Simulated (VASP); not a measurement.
Input of a VASP 6.6.1 run:

File INCAR:

```
SYSTEM = Ge
PREC = Accurate
ENCUT = 520
EDIFF = 1E-6
ISMEAR = -1
SIGMA = 0.13605693000000002
LREAL = .False.
LASPH = .True.
NELM = 100
ALGO = Normal
ISIF = 2
LWAVE = .False.
LCHARG = .False.
GGA = PS
NBANDS = 13
```

The input KPOINTS:

```
Automatic mesh
0
Gamma
  14 14 14
  0 0 0
```

POSCAR

```
Ge
1.0
   -1.6600246767      1.6600246767      1.6600246767
    1.6600246767     -1.6600246767      1.6600246767
    1.6600246767      1.6600246767     -1.6600246767
Ge
1
Direct
    0.0000000000      0.0000000000      0.0000000000
```

Potentials or basis: VASP PAW PBE potentials, release 64 (Ge_d).

The run is started by

```bash
$ cat potpaw_PBE.64/Ge_d/POTCAR > POTCAR
$ mpirun -np 1 vasp_std > vasp.out
```

(1) Predict the band gap on the k mesh.

(2) Estimate the pressure.

Answers

(1) zero (band 7 reaches 16.45 eV, above the bottom of band 8 at 3.89 eV).

(2) -0.2 GPa.

Caveat: the PAW data sets were made with another functional, which shifts forces and pressure a little.
